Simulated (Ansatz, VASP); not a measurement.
## One calculation of SiNi3, two programs

The input INCAR:

```
SYSTEM = SiNi3
PREC = Accurate ; ENCUT = 520
EDIFF = 1E-7 ; ISMEAR = 0
SIGMA = 0.15 ; LREAL = .FALSE.
LASPH = .TRUE. ; NELM = 60
ALGO = Fast ; ISIF = 2
LWAVE = .FALSE. ; LCHARG = .TRUE.
GGA = PS ; LELF = .TRUE.
LVHAR = .TRUE. ; NBANDS = 25
```

The input KPOINTS:

```
Automatic mesh
0
G
  14 14 14
  0 0 0
```

POSCAR

```
SiNi3
1.0
    3.4612457436      0.0000000000      0.0000000000
    0.0000000000      3.4612457436      0.0000000000
    0.0000000000      0.0000000000      3.4612457436
Si Ni
1 3
Direct
    0.0000000000      0.0000000000      0.0000000000
    0.0000000000      0.5180570825      0.5000000000
    0.5000000000      0.0180570825      0.5000000000
    0.5000000000      0.5180570825      0.0000000000
```

Input for Ansatz:

```yaml
crystal:
  lattice:
    - [3.4612457436, 0.0, 0.0]
    - [0.0, 3.4612457436, 0.0]
    - [0.0, 0.0, 3.4612457436]
  atoms:
    - { symbol: Si, position: [0.0, 0.0, 0.0] }
    - { symbol: Ni, position: [0.0, 0.5180570825, 0.5] }
    - { symbol: Ni, position: [0.5, 0.0180570825, 0.5] }
    - { symbol: Ni, position: [0.5, 0.5180570825, 0.0] }
basis:
  ecutwfc: 420
kpoints:
  mp_grid: { grid: [14, 14, 14] }
hamiltonian:
  xc: pbesol
scf:
  occupations: { method: gaussian, width: 0.15 }
output:
  forces: true
  stress: true
  eigenvalues: true
```

Change from the starting cell: all Ni atoms moved +0.062 Å, as atom 2 along Cartesian [0 1 0].

Alike in both runs: task single point; functional PBEsol; k mesh 14 × 14 × 14; occupations gaussian, width 0.15 eV; no spin polarisation.

|  | VASP | Ansatz |
| --- | --- | --- |
| version | VASP 6.6.1 | Ansatz 0.2.0 |
| potentials or method | VASP PAW PBE potentials, release 64 (Si, Ni), cutoff 520 eV | scalar-relativistic, plane waves, PAW |
| valence electrons in the cell | 34 | 58 |

```tsv
	VASP	Ansatz	Ansatz less VASP
gap on the k mesh at the Fermi level (eV)	none	none	-
pressure (GPa)	0.3	0.2	-0.10
traceless stress, the component that is largest in VASP (GPa)	0.06	0.06	+0.001
rms of the force components (eV/Å)	0.140	0.138	-0.0026
```

VASP's potentials were made for PBE, not for PBEsol. Atom by atom the forces differ by 0.003 eV/Å (rms over components). A gap of «none» marks a metal or a gap that the smearing closes. VASP's potentials hold 34 valence electrons a cell and Ansatz's 58, so a difference there can come from the potentials and not from the codes.
